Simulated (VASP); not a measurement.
Wanted: the native input for a VASP 6.6.1 run.

```yaml
Task: single point
Functional: PBE
Potentials_or_basis: VASP PAW PBE potentials, release 64 (Zn, S)
Cutoff: 520 eV
k_mesh: 8 × 8 × 5
Occupations: fermi-dirac, width 0.05 eV
Spin: no spin polarisation
Dipole_correction: no
Further_INCAR_settings: ALGO = Normal; EDIFF = 1e-07; NBANDS = 26
```

The structure of ZnS lies in POSCAR:

```
ZnS
1.0
    3.8362391461      0.0000000000      0.0000000000
   -1.9181195731      3.3222805555      0.0000000000
    0.0000000000      0.0000000000      6.2752859714
Zn S
2 2
Direct
    0.6666666667      0.3333333333      0.5000000000
    0.3333333333      0.6666666667      0.0000000000
    0.6666666667      0.3333333333      0.8850000000
    0.3333333333      0.6666666667      0.3850000000
```

These files were run (other wordings do the same):

INCAR

```
PREC     = Accurate       # precision mode
ENCUT    = 520            # plane-wave cutoff, eV
EDIFF    = 1E-7           # SCF threshold, eV
ISMEAR   = -1             # smearing method
SIGMA    = 0.05           # smearing width, eV
LREAL    = False          # projectors in reciprocal space
LASPH    = True           # aspherical terms in the spheres
NELM     = 100            # most SCF steps
ALGO     = Normal         # electronic algorithm
ISIF     = 2              # what is computed and relaxed
LWAVE    = False          # write WAVECAR
LCHARG   = False          # write CHGCAR
GGA      = PE             # functional
NBANDS   = 26             # bands
```

KPOINTS

```
Automatic mesh
0
Gamma
  8 8 5
```

Potentials or basis: VASP PAW PBE potentials, release 64 (Zn, S).

The run is started by

```sh
$ cat potpaw_PBE.64/Zn/POTCAR potpaw_PBE.64/S/POTCAR > POTCAR
$ mpirun -np 1 vasp_std > vasp.out
```

Results of the run:

```json
{"Pressure": "1.0 GPa", "Largest force": "0.299 eV/Å", "Band gap on the k mesh": "2.16 eV"}
```

Run time: 51 s on 1 thread of Intel(R) Xeon(R) Platinum 8259CL CPU @ 2.50GHz (Skylake/Cascade Lake), on a shared host, peak memory 0.22 GiB.
